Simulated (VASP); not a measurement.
# MgO in VASP: settings compared

The runs below take MgO through single point, with r2SCAN, HSE06.

Everything below comes from runs of VASP 6.6.1. Logs are shortened: lines on timing, memory, paths and dates and some standing lists are left out, and cuts for length are marked.

## (1) The cell of the first run

It takes space group R-3m (No. 166, trigonal). Conventional cell: a = 3.777 Å, b = 3.777 Å, c = 4.299 Å, α = 90.00°, β = 90.00°, γ = 120.00°. Within 2.8 Å of Mg (site symmetry -3m) lie 8 O at 2.15 to 2.30 Å and 6 Mg at 2.61 Å. Within 2.8 Å of O (site symmetry -3m) lie 8 Mg at 2.15 to 2.30 Å and 6 O at 2.61 Å.

## (2) Single point, r2SCAN (epitaxial 111 strain +1.8%)

Contents of POSCAR:

```
MgO
1.0
    2.6079589253     -0.0628728224     -0.0628728224
   -0.0628728224      2.6079589253     -0.0628728224
   -0.0628728224     -0.0628728224      2.6079589253
Mg O
1 1
Direct
    0.0000000000      0.0000000000      0.0000000000
    0.5000000000      0.5000000000      0.5000000000
```

Contents of INCAR.step1:

```
SYSTEM = MgO
PREC = Accurate
ENCUT = 520
ISMEAR = 0
SIGMA = 0.01
LREAL = .FALSE.
LASPH = .TRUE.
NELM = 100
NBANDS = 11
GGA = PE
ALGO = Normal
EDIFF = 1E-4
LWAVE = .TRUE.
LCHARG = .FALSE.
```

Contents of INCAR.step2:

```
SYSTEM = MgO
PREC = Accurate
ENCUT = 520
EDIFF = 1E-6
ISMEAR = 0
SIGMA = 0.01
LREAL = .FALSE.
LASPH = .TRUE.
NELM = 100
ALGO = Normal
ISIF = 2
LWAVE = .FALSE.
LCHARG = .TRUE.
METAGGA = R2SCAN
LMIXTAU = .TRUE.
LELF = .TRUE.
LVHAR = .TRUE.
NBANDS = 11
ISTART = 1
```

Contents of KPOINTS:

```
Automatic mesh
0
G
  10 10 10
  0 0 0
```

Potentials or basis: VASP PAW PBE potentials, release 64 (Mg, O).

Launch:

```sh
> cat potpaw_PBE.64/Mg/POTCAR potpaw_PBE.64/O/POTCAR > POTCAR
> cp INCAR.step1 INCAR
> mpirun -np 1 vasp_std > vasp.out
> cp INCAR.step2 INCAR
> mpirun -np 1 vasp_std > vasp.out
```

OUTCAR:

```text
SYSTEM = MgO
   PREC = Accurate
   ENCUT = 520
   EDIFF = 1E-6
   ISMEAR = 0
   LREAL = .FALSE.
   LASPH = .TRUE.
   NELM = 100
   ISIF = 2
   METAGGA = R2SCAN
   ISTART = 1

 ion  position               nearest neighbor table
   1  0.000  0.000  0.000-   2 2.15   2 2.15   2 2.30   2 2.30   2 2.30   2 2.30   2 2.30   2 2.30

   2  0.500  0.500  0.500-   1 2.15   1 2.15   1 2.30   1 2.30   1 2.30   1 2.30   1 2.30   1 2.30

  LATTYP: Found a trigonal (rhomboedric) cell.
 ALAT       =     2.6094742267
 COS(alpha) =    -0.0475796092

  Lattice vectors:

 A1 = (   2.6079589253,  -0.0628728224,  -0.0628728224)
 A2 = (  -0.0628728224,   2.6079589253,  -0.0628728224)
 A3 = (  -0.0628728224,  -0.0628728224,   2.6079589253)

Analysis of symmetry for initial positions (statically):
=====================================================================
 Subroutine PRICEL returns:
 Original cell was already a primitive cell.

 Routine SETGRP: Setting up the symmetry group for a
 trigonal (rhombohedral) supercell.

 Subroutine GETGRP returns: Found 12 space group operations
 (whereof 12 operations were pure point group operations)
 out of a pool of 12 trial point group operations.

The static configuration has the point symmetry D_3d.

Analysis of symmetry for dynamics (positions and initial velocities):
=====================================================================
 Subroutine PRICEL returns:
 Original cell was already a primitive cell.

 Routine SETGRP: Setting up the symmetry group for a
 trigonal (rhombohedral) supercell.

 Subroutine GETGRP returns: Found 12 space group operations
 (whereof 12 operations were pure point group operations)
 out of a pool of 12 trial point group operations.

The dynamic configuration has the point symmetry D_3d.

 Subroutine INISYM returns: Found 12 space group operations
 (whereof 12 operations are pure point group operations),
 and found     1 'primitive' translations

----------------------------------------------------------------------------------------

                                     Primitive cell

  volume of cell :      17.7065

  direct lattice vectors                    reciprocal lattice vectors
     2.607958925 -0.062872822 -0.062872822     0.383898888  0.009483690  0.009483690
    -0.062872822  2.607958925 -0.062872822     0.009483690  0.383898888  0.009483690
    -0.062872822 -0.062872822  2.607958925     0.009483690  0.009483690  0.383898888

  length of vectors
     2.609474227  2.609474227  2.609474227     0.384133098  0.384133098  0.384133098

  position of ions in fractional coordinates (direct lattice)
     0.000000000  0.000000000  0.000000000
     0.500000000  0.500000000  0.500000000

  ion indices of the primitive-cell ions
   primitive index   ion index
                 1           1
                 2           2

----------------------------------------------------------------------------------------

 KPOINTS: Automatic mesh

Automatic generation of k-mesh.
 Grid dimensions read from file:
 generate k-points for:   10   10   10

 Generating k-lattice:

  Cartesian coordinates                     Fractional coordinates (reciprocal lattice)
     0.038389889  0.000948369  0.000948369     0.100000000 -0.000000000 -0.000000000
     0.000948369  0.038389889  0.000948369    -0.000000000  0.100000000 -0.000000000
     0.000948369  0.000948369  0.038389889    -0.000000000 -0.000000000  0.100000000

  Length of vectors
     0.038413310  0.038413310  0.038413310

  Shift w.r.t. Gamma in fractional coordinates (k-lattice)
     0.000000000  0.000000000  0.000000000

 Subroutine IBZKPT returns following result:
 ===========================================

 Found    116 irreducible k-points:

 Following reciprocal coordinates:
            Coordinates               Weight
  0.000000  0.000000  0.000000      1.000000
  0.100000  0.000000  0.000000      6.000000
  0.200000  0.000000  0.000000      6.000000
  0.300000 -0.000000  0.000000      6.000000
  0.400000  0.000000  0.000000      6.000000
  0.500000  0.000000  0.000000      3.000000
[... 16 lines left out ...]
  0.300000  0.300000 -0.000000      6.000000
  0.400000  0.300000  0.000000     12.000000
 [... further k-points ...]
   k-points           NKPTS =    116   k-points in BZ     NKDIM =    116   number of bands    NBANDS=     11
   number of dos      NEDOS =    301   number of ions     NIONS =      2
   total plane-waves  NPLWV =   8000
   dimension x,y,z NGX =    20 NGY =   20 NGZ =   20
   dimension x,y,z NGXF=    40 NGYF=   40 NGZF=   40
   ions per type =               1   1
   NGX,Y,Z   is equivalent  to a cutoff of  12.74, 12.74, 12.74 a.u.
   NGXF,Y,Z  is equivalent  to a cutoff of  25.48, 25.48, 25.48 a.u.
 SYSTEM =  MgO
   PREC   = accura    normal or accurate (medium, high low for compatibility)
   ISTART =      1    job   : 0-new  1-cont  2-samecut
   ICHARG =      0    charge: 1-file 2-atom 10-const
   ISPIN  =      1    spin polarized calculation?
   LNONCOLLINEAR =      F non collinear calculations
   LSORBIT =      F    spin-orbit coupling
   LASPH  =      T    aspherical Exc in radial PAW
   ENCUT  =  520.0 eV  38.22 Ry    6.18 a.u.   4.85  4.85  4.85*2*pi/ulx,y,z
   NELM   =    100;   NELMIN=  2; NELMDL=  0     # of ELM steps
   EDIFF  = 0.1E-05   stopping-criterion for ELM
   LREAL  =      F    real-space projection
[... 7 lines left out ...]
   TEBEG  =    0.0;   TEEND  =   0.0 temperature during run
   PSTRESS=    0.0 pullay stress
   NELECT =       8.0000    total number of electrons
   NUPDOWN=      -1.0000    fix difference up-down
   EMIN   =  10.00;   EMAX   =-10.00  energy-range for DOS
   EFERMI =   0.00;   METHOD = LEGACY
   ISMEAR =     0;   SIGMA  =   0.01  broadening in eV -4-tet -1-fermi 0-gaus
   EFERMI_NEDOS =   21; number of points for ismear=-14 and -15
   IALGO  =     38    algorithm
   IMIX   =      4    mixing-type and parameters
     AMIX     =   0.40;   BMIX     =  1.00
     AMIX_MAG =   1.60;   BMIX_MAG =  1.00
  volume/ion in A,a.u.               =       8.85        59.74
  Fermi-wavevector in a.u.,A,eV,Ry     =   1.256206  2.373885 21.470713  1.578053
  Thomas-Fermi vector in A             =   2.389925
   LORBIT       =      0    0 simple, 1 ext, 2 COOP (PROOUT), +10 PAW based schemes
   METAGGA = R2SCAN    functional components
   LHFCALC =     F    Hartree Fock is set to
   AEXX    =    0.0000 exact exchange contribution
   IVDW    =     0    specifies the selected vdW correction
   LEPSILON=     F    determine dielectric tensor
   LRPA    =     F    only Hartree local field effects (RPA)
 non-spin polarized calculation
 Gauss-broadening in eV      SIGMA  =   0.01
  energy-cutoff  :      520.00
  volume of cell :       17.71
 maximum number of plane-waves:       490
   NGX =  9   NGY =  9   NGZ =  9

 number of electron       8.0000008 magnetization

 Free energy of the ion-electron system (eV)
  ---------------------------------------------------
  ext. energy  EPLUGINS =         0.00000000
  ---------------------------------------------------
  free energy    TOTEN  =       -14.54552273 eV

  energy without entropy =      -14.54552273  energy(sigma->0) =      -14.54552273

 E-fermi :   5.0971     XC(G=0): -11.9807

 val. band max:        4.9434485128   @ k =   0.5000   0.5000   0.0000
 cond. band min:       8.6297823781   @ k =   0.0000   0.0000   0.0000
 fundamental gap:      3.6863338653
 Fermi energy:         5.0971403561

 k-point     1 :       0.0000    0.0000    0.0000
  band No.  band energies     occupation
      1     -14.7389      2.00000
      2       3.6233      2.00000
      3       4.0365      2.00000
      4       4.0365      2.00000
      5       8.6298      0.00000
      6      16.5431      0.00000
      7      16.5431      0.00000
      8      26.6876      0.00000
      9      26.6876      0.00000
     10      28.3723      0.00000
     11      33.7848      0.00000

 k-point     2 :       0.1000    0.0000    0.0000
  band No.  band energies     occupation
      1     -14.6365      2.00000
      2       3.0323      2.00000
      3       3.8453      2.00000
      4       4.0795      2.00000
      5       9.2163      0.00000
      6      16.7652      0.00000
      7      16.7860      0.00000
      8      26.5203      0.00000
      9      26.7252      0.00000
     10      28.1992      0.00000
     11      32.4354      0.00000

 k-point     3 :       0.2000    0.0000    0.0000
  band No.  band energies     occupation
      1     -14.3532      2.00000
      2       1.4298      2.00000
      3       3.9124      2.00000
      4       4.1945      2.00000
      5      10.3293      0.00000
      6      17.1247      0.00000
      7      17.4265      0.00000
      8      25.9910      0.00000
      9      26.5376      0.00000
     10      28.4069      0.00000
     11      30.3290      0.00000

 k-point     4 :       0.3000   -0.0000    0.0000
  band No.  band energies     occupation
      1     -13.9680      2.00000
      2      -0.1690      2.00000
      3       4.0348      2.00000
      4       4.3416      2.00000
      5      11.4980      0.00000
      6      16.9502      0.00000
      7      18.5054      0.00000
      8      25.1378      0.00000
      9      25.6990      0.00000
     10      28.0282      0.00000
     11      30.1977      0.00000
[... 239 lines left out ...]
 k-point    22 :      -0.2000    0.2000    0.0000
  band No.  band energies     occupation
      1     -14.0205      2.00000
      2       1.5776      2.00000
      3       2.2242      2.00000
      4       4.2349      2.00000
      5      11.6878      0.00000
      6      16.8609      0.00000
      7      18.0417      0.00000
      8      24.3851      0.00000
      9      26.1978      0.00000
     10      27.1126      0.00000
     11      30.0866      0.00000

 k-point    23 :       0.3000    0.3000   -0.0000
  band No.  band energies     occupation
      1     -13.2906      2.00000
      2       0.3119      2.00000
      3       1.0034      2.00000
      4       4.5295      2.00000
      5      13.4212      0.00000
      6      16.0934      0.00000
      7      18.0727      0.00000
      8      23.9410      0.00000
      9      26.1951      0.00000
     10      27.1937      0.00000
     11      28.1909      0.00000

 k-point    24 :       0.4000    0.3000    0.0000
  band No.  band energies     occupation
      1     -13.0151      2.00000
      2      -0.3662      2.00000
      3       1.1042      2.00000
      4       4.6715      2.00000
      5      13.1988      0.00000
      6      16.0271      0.00000
      7      18.2486      0.00000
      8      22.8467      0.00000
      9      25.6272      0.00000
     10      26.9509      0.00000
     11      29.8729      0.00000

 [... further k-points ...]
[... 5 lines left out ...]
  --------------------------------------------------------------------------------------
  -------------------------------------------------------------------------------------
  Total        0.2986959      0.2986959      0.2986959     -0.2221971     -0.2221971     -0.2221971
  in kB       27.0276086     27.0276086     27.0276086    -20.1055877    -20.1055877    -20.1055877
  external PRESSURE =      27.0276086 kB  Pullay stress =       0.0000000 kB

 VOLUME and BASIS-vectors are now :
 -----------------------------------------------------------------------------
  energy-cutoff  :      520.00
  volume of cell :       17.71
      direct lattice vectors                 reciprocal lattice vectors
     2.607958925 -0.062872822 -0.062872822     0.383898888  0.009483690  0.009483690
    -0.062872822  2.607958925 -0.062872822     0.009483690  0.383898888  0.009483690
    -0.062872822 -0.062872822  2.607958925     0.009483690  0.009483690  0.383898888

 POSITION                                       TOTAL-FORCE (eV/Angst)
 -----------------------------------------------------------------------------------
      0.00000      0.00000      0.00000         0.000000     -0.000000      0.000000
      1.24111      1.24111      1.24111        -0.000000      0.000000      0.000000
 -----------------------------------------------------------------------------------
    total drift:                                0.000000      0.000000      0.000000

  FREE ENERGIE OF THE ION-ELECTRON SYSTEM (eV)
  ---------------------------------------------------
  free  energy   TOTEN  =       -14.5455227307 eV

  energy  without entropy=      -14.5455227307  energy(sigma->0) =      -14.54552273
```

It took 55 s on 1 thread of Intel Xeon Platinum 8488C (Sapphire Rapids), shared host; peak memory 0.15 GiB.

Results:

* Free energy: -14.5455 eV
* Pressure: 2.7 GPa
* Band gap on the k mesh: 3.69 eV, indirect (least direct gap 4.59 eV)

Caveat: the cell differs from its parent crystal (epitaxial 111 strain +1.8%); the PAW data sets were made with another functional, which shifts forces and pressure a little.

## (3) Single point, r2SCAN (epitaxial xy strain -1.2%)

Contents of POSCAR:

```
MgO
1.0
    2.5918689390      0.0000000000      0.0000000000
    0.0000000000      2.5918689390      0.0000000000
    0.0000000000      0.0000000000      2.6163929594
Mg O
1 1
Direct
    0.0000000000      0.0000000000      0.0000000000
    0.5000000000      0.5000000000      0.5000000000
```

Contents of INCAR.step1:

```
SYSTEM = MgO
  ALGO = Normal
  EDIFF = 1E-4
  ENCUT = 520
  GGA = PE
  ISMEAR = 0
  LASPH = .TRUE.
  LCHARG = .FALSE.
  LREAL = .FALSE.
  LWAVE = .TRUE.
  NBANDS = 11
  NELM = 80
  PREC = Accurate
  SIGMA = 0.01
```

Contents of INCAR.step2:

```
SYSTEM = MgO
  ALGO = Normal
  EDIFF = 1E-7
  ENCUT = 520
  ISIF = 2
  ISMEAR = 0
  ISTART = 1
  LASPH = .TRUE.
  LCHARG = .TRUE.
  LELF = .TRUE.
  LMIXTAU = .TRUE.
  LREAL = .FALSE.
  LVHAR = .TRUE.
  LWAVE = .FALSE.
  METAGGA = R2SCAN
  NBANDS = 11
  NELM = 80
  PREC = Accurate
  SIGMA = 0.01
```

Contents of KPOINTS:

```
k-points
0
G
  10 10 10
  0 0 0
```

Potentials or basis: VASP PAW PBE potentials, release 64 (Mg, O).

Launch:

```sh
> cat potpaw_PBE.64/Mg/POTCAR potpaw_PBE.64/O/POTCAR > POTCAR
> cp INCAR.step1 INCAR
> mpirun -np 1 vasp_std > vasp.out
> cp INCAR.step2 INCAR
> mpirun -np 1 vasp_std > vasp.out
```

It took 60 s on 1 thread of Intel Xeon Platinum 8488C (Sapphire Rapids), shared host; peak memory 0.15 GiB.

Results (log left out):

```yaml
Free_energy: -14.5217 eV
Pressure: 3.2 GPa
Band_gap_on_the_k_mesh: 3.68 eV, indirect (least direct gap 4.75 eV)
```

Stress tensor (GPa, compression positive):
```
 5.54  0.00  0.00
 0.00  5.54  0.00
 0.00  0.00 -1.37
```

Levels at points of the mesh, in eV from the valence-band top:
```csv
k point,band 1,band 2,band 3,band 4,band 5,band 6,band 7,band 8,band 9
"(0.00, 0.00, 0.00)",-19.80,-1.22,-1.07,-1.07,3.68,11.40,11.58,22.13,22.42
"(0.50, 0.00, 0.00)",-18.51,-6.79,-0.73,-0.59,8.18,10.94,15.94,18.63,19.29
"(0.50, 0.50, 0.00)",-17.57,-5.00,-5.00,-0.10,6.05,13.71,13.71,14.46,20.48
"(0.00, 0.00, 0.50)",-18.56,-6.85,-0.62,-0.62,8.30,10.85,15.93,18.73,19.59
"(0.50, 0.00, 0.50)",-17.61,-5.05,-5.03,0.00,5.91,13.67,13.84,14.74,20.73
"(0.50, 0.50, 0.50)",-16.68,-3.96,-3.96,-3.94,8.48,8.48,8.56,18.41,20.55
```

Caveat: the cell differs from its parent crystal (epitaxial xy strain -1.2%); the PAW data sets were made with another functional, which shifts forces and pressure a little. A k mesh can miss the band edges.

## (4) Single point, HSE06 (strain along [111] -3.3%)

Contents of POSCAR:

```
MgO
1.0
    2.5942299532     -0.0291191753     -0.0291191753
   -0.0291191753      2.5942299532     -0.0291191753
   -0.0291191753     -0.0291191753      2.5942299532
Mg O
1 1
Direct
    0.0000000000      0.0000000000      0.0000000000
    0.5000000000      0.5000000000      0.5000000000
```

Contents of INCAR.step1:

```
PREC = Accurate
ENCUT = 520
EDIFF = 1E-5
ISMEAR = 0
SIGMA = 0.01
LREAL = F
LASPH = T
NELM = 100
ALGO = Normal
ISIF = 2
LWAVE = T
LCHARG = F
NBANDS = 11
GGA = PE
```

Contents of INCAR.step2:

```
PREC = Accurate
ENCUT = 520
EDIFF = 1E-6
ISMEAR = 0
SIGMA = 0.01
LREAL = F
LASPH = T
NELM = 100
ALGO = Normal
ISIF = 2
LWAVE = F
LCHARG = F
GGA = PE
LHFCALC = T
HFSCREEN = 0.2079
PRECFOCK = Normal
NBANDS = 11
ISTART = 1
```

Contents of KPOINTS:

```
Automatic mesh
0
Gamma
  6 6 6
```

Launch:

```sh
> cat potpaw_PBE.64/Mg/POTCAR potpaw_PBE.64/O/POTCAR > POTCAR
> cp INCAR.step1 INCAR
> mpirun -np 1 vasp_std > vasp.out
> cp INCAR.step2 INCAR
> mpirun -np 1 vasp_std > vasp.out
```

It took 8 min on 1 thread of Intel Xeon Platinum 8488C (Sapphire Rapids), shared host; peak memory 0.24 GiB.

The run converged. Its results:

| Quantity | Value |
| --- | --- |
| Free energy | -12.6014 eV |
| Pressure | 4.7 GPa |
| Band gap on the k mesh | 4.51 eV, indirect (least direct gap 5.58 eV) |

Stress tensor (GPa, compression positive):
```
 4.67 -1.12 -1.12
-1.12  4.67 -1.12
-1.12 -1.12  4.67
```

Levels at points of the mesh, in eV from the valence-band top:
```csv
k point,band 1,band 2,band 3,band 4,band 5,band 6,band 7,band 8
"(0.00, 0.00, 0.00)",-20.50,-1.27,-1.07,-1.07,4.51,12.28,12.28,23.16
"(0.50, 0.00, 0.00)",-19.12,-7.23,-0.72,-0.56,9.15,12.03,16.74,19.41
"(0.50, 0.50, 0.00)",-18.13,-5.38,-5.21,0.00,6.73,14.64,15.06,15.61
"(0.50, 0.50, 0.50)",-17.16,-4.17,-4.17,-4.05,9.13,9.13,9.89,19.24
```

Caveat: the cell differs from its parent crystal (strain along [111] -3.3%); the PAW data sets were made with another functional, which shifts forces and pressure a little.

## (5) The runs side by side

| level | cell | k mesh | grid for exact exchange (PRECFOCK) | screening parameter | gap on the mesh (eV) | pressure (GPa) |
| --- | --- | --- | --- | --- | --- | --- |
| r2SCAN | a = 2.609 Å, angles 92.7°, 2 atoms | 10 × 10 × 10 | - | - | 3.69 | 2.7 |
| r2SCAN | a = 2.592, b = 2.592, c = 2.616 Å, 2 atoms | 10 × 10 × 10 | - | - | 3.68 | 3.2 |
| HSE06 | a = 2.595 Å, angles 91.3°, 2 atoms | 6 × 6 × 6 | Normal | 0.2079 1/Å | 4.51 | 4.7 |

Alike in all rows: task single point; potentials or basis VASP PAW PBE potentials, release 64 (Mg, O); no spin polarisation; cutoff (eV) 520; smearing gaussian 0.01 eV.

Caveats: the PAW data sets were made with another functional, which shifts forces and pressure a little.

Total energies depend on the potentials used, so only differences within one code and one set of settings carry meaning.
